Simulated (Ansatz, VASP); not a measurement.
## K: VASP beside Ansatz

```
K
1.0
     0.00000    3.22076    3.22076
     3.22076    0.00000    3.22076
     3.22076    3.22076    0.00000
K
1
Direct
  0.00000 0.00000 0.00000
```

Alike in both runs: task single point; functional BLYP; k mesh 9 × 9 × 9; occupations fermi-dirac, width 0.1 eV; no spin polarisation.

```csv
,VASP,Ansatz
version,VASP 6.6.1,Ansatz 0.2.0
potentials or method,"VASP PAW PBE potentials, release 64 (K_sv), cutoff 520 eV","plane waves (420 eV) with PAW, scalar-relativistic"
valence electrons in the cell,9,9
```

|  | VASP | Ansatz | Ansatz less VASP |
| --- | --- | --- | --- |
| pressure (GPa) | 0.5 | 0.5 | +0.01 |

VASP's potentials were made for PBE, not for BLYP.
